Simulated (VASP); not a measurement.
Runs of VASP 6.6.1 on N. The structure is that of space group P-3m1 (No. 164), or close to it. The cells are those of the table. 

```tsv
cell	gap on the mesh (eV)	pressure (GPa)	largest force (eV/Å)
a = 3.817, b = 3.817, c = 19.329 Å, angles 90.0, 90.0, 60.0°, 8 atoms	7.25	(b)	1.75
a = 3.817, b = 3.817, c = 15.079 Å, angles 90.0, 90.0, 60.0°, 8 atoms	7.14	1.9	1.76
a = 3.817, b = 3.817, c = 17.829 Å, angles 90.0, 90.0, 60.0°, 8 atoms	7.24	1.6	1.76
a = 3.817, b = 3.817, c = 15.829 Å, angles 90.0, 90.0, 60.0°, 8 atoms	7.21	1.8	1.77
a = 3.817, b = 3.817, c = 16.329 Å, angles 90.0, 90.0, 60.0°, 8 atoms	7.23	1.8	1.76
a = 3.817, b = 3.817, c = 15.579 Å, angles 90.0, 90.0, 60.0°, 8 atoms	(a)	1.8	1.77
a = 3.817, b = 3.817, c = 14.529 Å, angles 90.0, 90.0, 60.0°, 8 atoms	6.99	2.1	1.74
a = 3.817, b = 3.817, c = 15.329 Å, angles 90.0, 90.0, 60.0°, 8 atoms	7.17	1.9	1.77
```

Alike in all rows: task single point; level PBE+D3(BJ); potentials or basis VASP PAW PBE potentials, release 64 (N); no spin polarisation; k mesh 7 × 7 × 2; cutoff (eV) 520; smearing gaussian 0.05 eV.

Problem. Estimate the missing entries.

Solution. (a) 7.19; (b) 1.5.

Caveats: the standard files for N, O and F lose accuracy on very short bonds; forces of over 1 eV/Å act on the atoms, so gaps and moduli don't describe the material at rest.

A k mesh can miss the band edges.
